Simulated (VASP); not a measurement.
Crystal: RbBr.

```
CELL_PARAMETERS angstrom
4.12425 0.00000 0.00000
0.00000 4.12425 0.00000
0.00000 0.00000 4.05662
ATOMIC_POSITIONS crystal
Rb 0.00000 0.00000 0.00000
Br 0.50000 0.50000 0.50000
```

This cell differs from its parent crystal: uniaxial z strain -1.6%.

Base run:

| Quantity | Value |
| --- | --- |
| Program | VASP 6.6.1 |
| Functional | r2SCAN |
| Potentials or basis | VASP PAW PBE potentials, release 64 (Rb_sv, Br) |
| Cutoff | 520 eV |
| k mesh | 6 × 6 × 6 |
| Occupations | gaussian, width 0.01 eV |
| Spin | no spin polarisation |

Its results: band gap on the k mesh 4.85 eV, indirect (least direct gap 4.99 eV); pressure 0.4 GPa.

Question: The run is repeated on the same cell with these changes: functional from r2SCAN to PBE; occupations from gaussian, width 0.01 eV to fermi-dirac, width 0.02 eV. What comes out?

Answer: Band gap on the k mesh 4.09 eV, indirect (least direct gap 4.24 eV); pressure 1.2 GPa.

Caveats: the PAW data sets were made with another functional, which shifts forces and pressure a little (some runs).

A k mesh can miss the band edges.
